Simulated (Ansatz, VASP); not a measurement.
# Two plane-wave programs on LaB

```
La B
1.0
     0.00000    2.83578    2.83578
     2.83578    0.00000    2.83578
     2.83578    2.83578    0.00000
La B
1 1
Direct
  0.50000 0.50000 0.50000
  0.00000 0.00000 0.00000
```

Alike in both runs: task single point; functional PBE; k mesh 10 × 10 × 10; occupations gaussian, width 0.05 eV; no spin polarisation.

```csv
,VASP,Ansatz
version,VASP 6.6.1,Ansatz 0.2.0
potentials or method,"VASP PAW PBE potentials, release 64 (La, B), cutoff 520 eV","scalar-relativistic, plane waves, PAW"
valence electrons in the cell,14,14
```

```csv
,VASP,Ansatz,Ansatz less VASP
gap on the k mesh at the Fermi level (eV),none,none,-
pressure (GPa),0.0,0.0,+0.05
```

A gap of «none» marks a metal or a gap that the smearing closes. With one functional, cell and mesh, what is left measures potentials, basis and numerics.

Neither program's run includes spin-orbit coupling.
